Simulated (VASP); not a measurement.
Input of a VASP 6.6.1 run:

The input POSCAR:

```
Eu
1.0
   -2.2274745855      2.2274745855      2.2274745855
    2.2274745855     -2.2274745855      2.2274745855
    2.2274745855      2.2274745855     -2.2274745855
Eu
1
Direct
    0.0000000000      0.0000000000      0.0000000000
```

The input INCAR.step1:

```
PREC = Accurate ; ENCUT = 520
ISMEAR = -1 ; SIGMA = 0.05
LREAL = False ; LASPH = True
NELM = 150 ; ISPIN = 2
MAGMOM = 7.31 ; LMAXMIX = 6
NBANDS = 18 ; GGA = PE
ALGO = Normal ; EDIFF = 1E-4
LWAVE = True ; LCHARG = False
```

INCAR.step2

```
PREC = Accurate ; ENCUT = 520
EDIFF = 1E-7 ; ISMEAR = -1
SIGMA = 0.05 ; LREAL = False
LASPH = True ; NELM = 150
ALGO = Normal ; ISIF = 2
LWAVE = False ; LCHARG = False
ISPIN = 2 ; MAGMOM = 7.31
LORBIT = 11 ; LMAXMIX = 6
METAGGA = R2SCAN ; LMIXTAU = True
NBANDS = 18 ; ISTART = 1
```

File KPOINTS:

```
regular mesh
0
Gamma
  10 10 10
```

Potentials or basis: VASP PAW PBE potentials, release 64 (Eu).

Run with:

```console
$ cat potpaw_PBE.64/Eu/POTCAR > POTCAR
$ cp INCAR.step1 INCAR
$ mpirun -np 1 vasp_std > vasp.out
$ cp INCAR.step2 INCAR
$ mpirun -np 1 vasp_std > vasp.out
```

Q: Estimate the pressure.

A: -0.4 GPa.

Q: Estimate the net moment.

A: 7.70 μB per cell.

Q: Estimate the site moments.

A: Eu +6.69 μB.

Caveat: the PAW data sets were made with another functional, which shifts forces and pressure a little. The state reached can hang on the start; a lower one may exist.
